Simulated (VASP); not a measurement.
# Al in VASP: further runs

Al is run at these levels: PBE; tasks: single point, relaxation of cell and atoms.

Program: VASP 6.6.1. These are calculated values, not measurements. Logs are shortened: lines on timing, memory, paths and dates and some standing lists are left out, and cuts for length are marked.

## 1. The cell of the first run

Symmetry: I4_1/amd, No. 141, tetragonal system. Conventional cell: a = 5.303 Å, b = 5.303 Å, c = 7.430 Å, α = 90.00°, β = 90.00°, γ = 90.00°. Within 4.1 Å of Al (site symmetry -4m2) lie 16 Al at 3.09 to 3.24 Å. Al (site symmetry 2/m) has 12 Al at 2.64 to 3.11 Å within 3.5 Å.

The cell was generated, and may not be a known phase.

## 2. Single point, PBE

INCAR

```
SYSTEM = Al
PREC = Accurate ; ENCUT = 520
EDIFF = 1E-6 ; ISMEAR = 0
SIGMA = 0.1 ; LREAL = .False.
LASPH = .True. ; NELM = 60
ALGO = Normal ; ISIF = 2
LWAVE = .False. ; LCHARG = .False.
GGA = PE ; NBANDS = 18
```

KPOINTS

```
regular mesh
0
Gamma
  6 6 6
  0 0 0
```

POSCAR

```
Al
1.0
   -2.6517336691      2.6517336691      3.7150439077
    2.6517336691     -2.6517336691      3.7150439077
    2.6517336691      2.6517336691     -3.7150439077
Al
6
Direct
    0.0000000000      0.0000000000      0.0000000000
    0.7500000000      0.2500000000      0.5000000000
    0.3750000000      0.6250000000      0.7500000000
    0.3750000000      0.1250000000      0.7500000000
    0.3750000000      0.6250000000      0.2500000000
    0.8750000000      0.6250000000      0.2500000000
```

Potentials or basis: VASP PAW PBE potentials, release 64 (Al).

Launch:

```
> cat potpaw_PBE.64/Al/POTCAR > POTCAR
> mpirun -np 1 vasp_std > vasp.out
```

OUTCAR:

```text
SYSTEM = Al
   PREC = Accurate
   ENCUT = 520
   EDIFF = 1E-6
   ISMEAR = 0
   LREAL = .False.
   LASPH = .True.
   NELM = 60
   ISIF = 2
   GGA = PE

 ion  position               nearest neighbor table
   1  0.000  0.000  0.000-   5 3.09   4 3.09   6 3.09   3 3.09   3 3.11   5 3.11   4 3.11   6 3.11
                             3 3.11   5 3.11   4 3.11   6 3.11   2 3.24   2 3.24   2 3.24   2 3.24
   2  0.750  0.250  0.500-   3 3.09   4 3.09   6 3.09   5 3.09   5 3.11   5 3.11   6 3.11   4 3.11
                             3 3.11   3 3.11   6 3.11   4 3.11   1 3.24   1 3.24   1 3.24   1 3.24
   3  0.375  0.625  0.750-   4 2.64   5 2.64   5 2.64   4 2.64   6 2.65   6 2.65   2 3.09   1 3.09
                             1 3.11   1 3.11   2 3.11   2 3.11
   4  0.375  0.125  0.750-   3 2.64   6 2.64   3 2.64   6 2.64   5 2.65   5 2.65   1 3.09   2 3.09
                             1 3.11   2 3.11   2 3.11   1 3.11
   5  0.375  0.625  0.250-   3 2.64   6 2.64   3 2.64   6 2.64   4 2.65   4 2.65   2 3.09   1 3.09
                             1 3.11   2 3.11   1 3.11   2 3.11
   6  0.875  0.625  0.250-   4 2.64   5 2.64   5 2.64   4 2.64   3 2.65   3 2.65   1 3.09   2 3.09
                             2 3.11   1 3.11   1 3.11   2 3.11

  LATTYP: Found a body centered tetragonal cell.
 ALAT       =     5.3034673382
 C/A-ratio  =     1.4009868152

  Lattice vectors:

 A1 = (  -2.6517336691,   2.6517336691,   3.7150439077)
 A2 = (   2.6517336691,  -2.6517336691,   3.7150439077)
 A3 = (   2.6517336691,   2.6517336691,  -3.7150439077)

Analysis of symmetry for initial positions (statically):
=====================================================================
 Subroutine PRICEL returns:
 Original cell was already a primitive cell.

 Routine SETGRP: Setting up the symmetry group for a
 body centered tetragonal supercell.

 Subroutine GETGRP returns: Found 16 space group operations
 (whereof  8 operations were pure point group operations)
 out of a pool of 16 trial point group operations.

The static configuration has the point symmetry D_2d.
 The point group associated with its full space group is D_4h.

Analysis of symmetry for dynamics (positions and initial velocities):
=====================================================================
 Subroutine PRICEL returns:
 Original cell was already a primitive cell.

 Routine SETGRP: Setting up the symmetry group for a
 body centered tetragonal supercell.

 Subroutine GETGRP returns: Found 16 space group operations
 (whereof  8 operations were pure point group operations)
 out of a pool of 16 trial point group operations.

The dynamic configuration has the point symmetry D_2d.
 The point group associated with its full space group is D_4h.

[... 113 lines left out ...]
   ISYM   =      2    0-nonsym 1-usesym 2-fastsym
   POTIM  = 0.5000    time-step for ionic-motion
   TEBEG  =    0.0;   TEEND  =   0.0 temperature during run
   PSTRESS=    0.0 pullay stress
   NELECT =      18.0000    total number of electrons
   NUPDOWN=      -1.0000    fix difference up-down
   EMIN   =  10.00;   EMAX   =-10.00  energy-range for DOS
   EFERMI =   0.00;   METHOD = LEGACY
   ISMEAR =     0;   SIGMA  =   0.10  broadening in eV -4-tet -1-fermi 0-gaus
   EFERMI_NEDOS =   21; number of points for ismear=-14 and -15
   IALGO  =     38    algorithm
   IMIX   =      4    mixing-type and parameters
     AMIX     =   0.40;   BMIX     =  1.00
     AMIX_MAG =   1.60;   BMIX_MAG =  1.00
  volume/ion in A,a.u.               =      17.42       117.52
  Fermi-wavevector in a.u.,A,eV,Ry     =   0.910901  1.721353 11.289302  0.829740
  Thomas-Fermi vector in A             =   2.035117
   LORBIT       =      0    0 simple, 1 ext, 2 COOP (PROOUT), +10 PAW based schemes
   GGA     = PE    functional components
   LHFCALC =     F    Hartree Fock is set to
   AEXX    =    0.0000 exact exchange contribution
   IVDW    =     0    specifies the selected vdW correction
   LEPSILON=     F    determine dielectric tensor
   LRPA    =     F    only Hartree local field effects (RPA)
 non-spin polarized calculation
 Gauss-broadening in eV      SIGMA  =   0.10
  energy-cutoff  :      520.00
  volume of cell :      104.49
 maximum number of plane-waves:      2826
   NGX = 19   NGY = 19   NGZ = 19

 number of electron      18.0000000 magnetization

 Free energy of the ion-electron system (eV)
  ---------------------------------------------------
  ext. energy  EPLUGINS =         0.00000000
  ---------------------------------------------------
  free energy    TOTEN  =       -21.54273605 eV

  energy without entropy =      -21.53065638  energy(sigma->0) =      -21.53669621

 E-fermi :   7.3578     XC(G=0):  -9.9802

 val. band max:        7.3490066405   @ k =   0.1667   0.1667   0.1667
 cond. band min:       7.3594486345   @ k =  -0.1667   0.1667   0.1667
 fundamental gap:      0.0104419940
 Fermi energy:         7.3577569770

 k-point     1 :       0.0000    0.0000    0.0000
  band No.  band energies     occupation
      1      -3.4401      2.00000
      2       2.8736      2.00000
      3       4.1830      2.00000
      4       4.2685      2.00000
      5       4.2798      2.00000
      6       4.2798      2.00000
[... 481 lines left out ...]
      5       3.0466      2.00000
      6       4.2434      2.00000
[... 10 lines left out ...]
     17      12.7693      0.00000
     18      13.6739      0.00000

 [... further k-points ...]

------------------------ aborting loop because EDIFF is reached ----------------------------------------

  FORCE on cell =-STRESS in cart. coord.  units (eV):
  Direction    XX          YY          ZZ          XY          YZ          ZX
  --------------------------------------------------------------------------------------
  -------------------------------------------------------------------------------------
  Total       -0.0541895     -0.0541895      0.0880860      0.0000000      0.0000000      0.0000000
  in kB       -0.8308864     -0.8308864      1.3506223      0.0000000      0.0000000      0.0000000
  external PRESSURE =      -0.1037168 kB  Pullay stress =       0.0000000 kB

 VOLUME and BASIS-vectors are now :
 -----------------------------------------------------------------------------
  energy-cutoff  :      520.00
  volume of cell :      104.49
      direct lattice vectors                 reciprocal lattice vectors
    -2.651733669  2.651733669  3.715043908     0.000000000  0.188555889  0.134587911
     2.651733669 -2.651733669  3.715043908     0.188555889  0.000000000  0.134587911
     2.651733669  2.651733669 -3.715043908     0.188555889  0.188555889  0.000000000

 POSITION                                       TOTAL-FORCE (eV/Angst)
 -----------------------------------------------------------------------------------
      0.00000      0.00000      0.00000         0.000000     -0.000000      0.000000
      0.00000      2.65173      1.85752        -0.000000      0.000000     -0.000000
      2.65173      1.32587      0.92876        -0.000000      0.000000      0.000000
      1.32587      2.65173     -0.92876        -0.000000      0.000000      0.000000
      1.32587     -0.00000      2.78628        -0.000000      0.000000      0.000000
      0.00000      1.32587      4.64380        -0.000000      0.000000      0.000000
 -----------------------------------------------------------------------------------
    total drift:                               -0.000000     -0.000000      0.000000

  FREE ENERGIE OF THE ION-ELECTRON SYSTEM (eV)
  ---------------------------------------------------
  free  energy   TOTEN  =       -21.5427360510 eV

  energy  without entropy=      -21.5306563785  energy(sigma->0) =      -21.53669621
```

Wall time 90 s (1 thread of Intel Xeon 8259CL, shared host); peak memory 0.24 GiB.

Results:

| Quantity | Value |
| --- | --- |
| Free energy | -21.5427 eV |
| Pressure | 0.0 GPa |
| Band gap on the k mesh | zero (bands 9 and 10 overlap by 3.51 eV) |

Levels at points of the mesh, in eV from the Fermi level:
```tsv
k point	band 6	band 7	band 8	band 9	band 10	band 11	band 12	band 13
(0.00, 0.00, 0.00)	-3.08	-2.49	-2.49	-2.49	-0.44	-0.42	-0.23	-0.21
(0.50, 0.00, 0.00)	-3.30	-3.25	-3.07	0.64	1.23	1.28	1.66	1.91
(0.50, 0.50, 0.00)	-5.30	1.33	1.33	1.52	1.52	2.09	2.09	3.16
(0.50, 0.50, 0.50)	-5.34	1.29	1.29	1.47	1.47	2.05	2.05	3.11
```

## 3. Single point, PBE

This run uses another cell than the first one, of 17.46 Å³/atom.

INCAR

```
SYSTEM = Al
PREC = Accurate
ENCUT = 520
EDIFF = 1E-7
ISMEAR = 0
SIGMA = 0.1
LREAL = .FALSE.
LASPH = .TRUE.
NELM = 60
ALGO = Fast
ISIF = 2
LWAVE = .FALSE.
LCHARG = .TRUE.
GGA = PE
LELF = .TRUE.
LVHAR = .TRUE.
NBANDS = 18
```

KPOINTS

```
regular mesh
0
G
  10 10 10
  0 0 0
```

POSCAR, as its differences from that of step 2:

```diff
@@ -2,5 +2,5 @@
 1.0
-   -2.6517336691      2.6517336691      3.7150439077
-    2.6517336691     -2.6517336691      3.7150439077
-    2.6517336691      2.6517336691     -3.7150439077
+   -2.6459187730      2.6459187730      3.7415915945
+    2.6459187730     -2.6459187730      3.7415915945
+    2.6459187730      2.6459187730     -3.7415915945
 Al
```

Potentials or basis: VASP PAW PBE potentials, release 64 (Al).

Launch:

```
> cat potpaw_PBE.64/Al/POTCAR > POTCAR
> mpirun -np 1 vasp_std > vasp.out
```

It took 6.2 min on 1 thread of Intel Xeon 8259CL, shared host; peak memory 0.32 GiB.

Results (log left out):

| Item | Value |
| --- | --- |
| Free energy | -21.5298 eV |
| Pressure | 0.0 GPa |
| Band gap on the k mesh | zero (bands 9 and 10 overlap by 3.62 eV) |

Levels at points of the mesh, in eV from the Fermi level:
```csv
k point,band 7,band 8,band 9,band 10,band 11,band 12
"(0.00, 0.00, 0.00)",-2.55,-2.55,-2.55,-0.43,-0.43,-0.41
"(0.50, 0.00, 0.00)",-3.33,-3.13,0.58,1.20,1.20,1.58
"(0.50, 0.50, 0.00)",1.26,1.26,1.44,1.44,2.01,2.01
"(0.50, 0.50, 0.50)",1.26,1.26,1.44,1.44,2.01,2.01
```

## 4. Single point, PBE

This run uses another cell than the first one, of 17.46 Å³/atom.

INCAR

```
ALGO = Fast
EDIFF = 1E-6
ENCUT = 520
GGA = PE
ISIF = 2
ISMEAR = 0
LASPH = T
LCHARG = T
LELF = T
LREAL = F
LVHAR = T
LWAVE = F
NBANDS = 18
NELM = 80
PREC = Accurate
SIGMA = 0.1
```

KPOINTS

```
k-points
0
Gamma
  10 10 10
```

POSCAR is that of step 3.

Launch:

```
> cat potpaw_PBE.64/Al/POTCAR > POTCAR
> mpirun -np 1 vasp_std > vasp.out
```

It took 5.5 min on 1 thread of Intel Xeon 8259CL, shared host; peak memory 0.32 GiB.

The run converged. Its results:

* Free energy: -21.5298 eV
* Pressure: 0.0 GPa
* Band gap on the k mesh: zero (bands 9 and 10 overlap by 3.62 eV)

Levels at points of the mesh, in eV from the Fermi level:
```
           k point  band 6  band 7  band 8  band 9  band 10  band 11  band 12  band 13
(0.00, 0.00, 0.00)   -3.14   -2.55   -2.55   -2.55    -0.43    -0.43    -0.41    -0.21
(0.50, 0.00, 0.00)   -3.33   -3.33   -3.13    0.58     1.20     1.20     1.58     1.89
(0.50, 0.50, 0.00)   -5.37    1.26    1.26    1.44     1.44     2.01     2.01     3.07
(0.50, 0.50, 0.50)   -5.37    1.26    1.26    1.44     1.44     2.01     2.01     3.07
```

## 5. Relaxation of cell and atoms, PBE

INCAR

```
ALGO = Fast
EDIFF = 1E-6
EDIFFG = -0.01
ENCUT = 600
GGA = PE
IBRION = 2
ISIF = 3
ISMEAR = 0
LASPH = True
LCHARG = False
LREAL = False
LWAVE = False
NELM = 60
NSW = 100
PREC = Accurate
SIGMA = 0.1
```

KPOINTS is that of step 4.

POSCAR, as its differences from that of step 4:

```diff
@@ -2,5 +2,5 @@
 1.0
-   -2.6459187730      2.6459187730      3.7415915945
-    2.6459187730     -2.6459187730      3.7415915945
-    2.6459187730      2.6459187730     -3.7415915945
+   -2.6517336691      2.6517336691      3.7150439077
+    2.6517336691     -2.6517336691      3.7150439077
+    2.6517336691      2.6517336691     -3.7150439077
 Al
```

Launch:

```
> cat potpaw_PBE.64/Al/POTCAR > POTCAR
> mpirun -np 1 vasp_std > vasp.out
```

Wall time 5.7 min (1 thread of Intel Xeon 8259CL, shared host); peak memory 0.34 GiB.

The run converged. Its results:

| Property | Result |
| --- | --- |
| Free energy | -21.5281 eV |
| Relaxed volume | 17.48 Å³/atom |
| Relaxed cell | a = 5.289 Å, b = 5.289 Å, c = 5.289 Å, α = 119.84°, β = 119.84°, γ = 90.27° |
| Space group after relaxing (to 0.1 Å) | Fd-3m (No. 227) |
| Energy gained by relaxing | 0.2 meV/atom |
| Ionic steps | 5 |
| Pressure after relaxing | 0.0 GPa |

Step by step:
| step | energy change (eV) | largest force (eV/Å) | pressure (GPa) | volume (Å³) |
| --- | --- | --- | --- | --- |
| 1 | 0.0000 | 0.0000 | 0.16 | 104.49 |
| 2 | -0.0008 | 0.0000 | 0.02 | 104.76 |
| 3 | -0.0008 | 0.0000 | 0.02 | 104.76 |
| 4 | -0.0009 | 0.0000 | 0.00 | 104.79 |
| 5 | -0.0010 | 0.0000 | -0.04 | 104.86 |

Final structure:
```xyz
6
Lattice="-2.6507 2.6507 3.7308 2.6507 -2.6507 3.7308 2.6507 2.6507 -3.7308" Properties=species:S:1:pos:R:3 pbc="T T T"
Al    0.0000    0.0000    0.0000
Al    0.0000    2.6507    1.8654
Al    2.6507    1.3254    0.9327
Al    1.3254    2.6507   -0.9327
Al    1.3254    0.0000    2.7981
Al    0.0000    1.3254    4.6636
```

Levels at points of the mesh, in eV from the Fermi level:
```tsv
k point	band 5	band 6	band 7	band 8	band 9	band 10	band 11	band 12	band 13
(0.00, 0.00, 0.00)	-3.14	-3.14	-2.56	-2.56	-2.56	-0.47	-0.46	-0.37	-0.24
(0.50, 0.00, 0.00)	-3.62	-3.34	-3.32	-3.14	0.57	1.18	1.20	1.57	1.86
(0.50, 0.50, 0.00)	-5.36	-5.36	1.26	1.26	1.44	1.44	2.01	2.01	3.07
(0.50, 0.50, 0.50)	-5.39	-5.39	1.24	1.24	1.42	1.42	1.99	1.99	3.05
```

Caveat: the highest band is partly filled, so the run has too few bands.

## 6. Summary

| task | cell | k mesh | cutoff (eV) | gap on the mesh (eV) | pressure (GPa) |
| --- | --- | --- | --- | --- | --- |
| single point | a = 5.279 Å, angles 119.7, 119.7, 90.5°, 6 atoms | 6 × 6 × 6 | 520 | none | 0.0 |
| single point | a = 5.292 Å, angles 120.0, 120.0, 90.0°, 6 atoms | 10 × 10 × 10 | 520 | none | 0.0 |
| relaxation of cell and atoms | relaxed from a = 5.279 Å, angles 119.7, 119.7, 90.5°, 6 atoms | 10 × 10 × 10 | 600 | - | 0.0 |

Alike in all rows: level PBE; potentials or basis VASP PAW PBE potentials, release 64 (Al); no spin polarisation; smearing gaussian 0.1 eV.

Caveats: the highest band is partly filled, so the run has too few bands (at least some runs).

Absolute energies hang on the potentials; compare differences alone.

The gap in the log of VASP goes by the Fermi energy; the results here count the filled bands.